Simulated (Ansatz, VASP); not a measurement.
# One calculation of TiAl, two programs

```xyz
2
Lattice="3.1791 0.0000 0.0000 0.0000 3.1791 0.0000 0.0000 0.0000 3.1791" Properties=species:S:1:pos:R:3 pbc="T T T"
Ti    0.0000    0.0000    0.0000
Al    1.5895    1.5895    1.5895
```

Alike in both runs: task relaxation of cell and atoms; functional RPBE; dispersion D4; k mesh 8 × 8 × 8; occupations fermi-dirac, width 0.05 eV; no spin polarisation.

|  | VASP | Ansatz |
| --- | --- | --- |
| version | VASP 6.6.1 | Ansatz 0.2.0 |
| potentials or method | VASP PAW PBE potentials, release 64 (Ti_sv, Al) | Ansatz PAW |
| plane-wave cutoff (eV) | 600 | 420 |
| valence electrons in the cell | 15 | 15 |

VASP gave:

- gap on the k mesh at the Fermi level, each at its own relaxed structure (eV): none
- relaxed volume (Å³/atom): 15.80
- relaxed cell length with the largest relative difference (Å): 3.162

Q: Which values does Ansatz return?

A: gap on the k mesh at the Fermi level, each at its own relaxed structure (eV): none; relaxed volume (Å³/atom): 15.82; relaxed cell length with the largest relative difference (Å): 3.163.

VASP's potentials were made for PBE, not for RPBE. A gap of «none» marks a metal or a gap that the smearing closes.

Noted on Ansatz's run: the plane-wave basis is chosen anew once the cell has moved, so the energies of steps on either side of that aren't comparable.
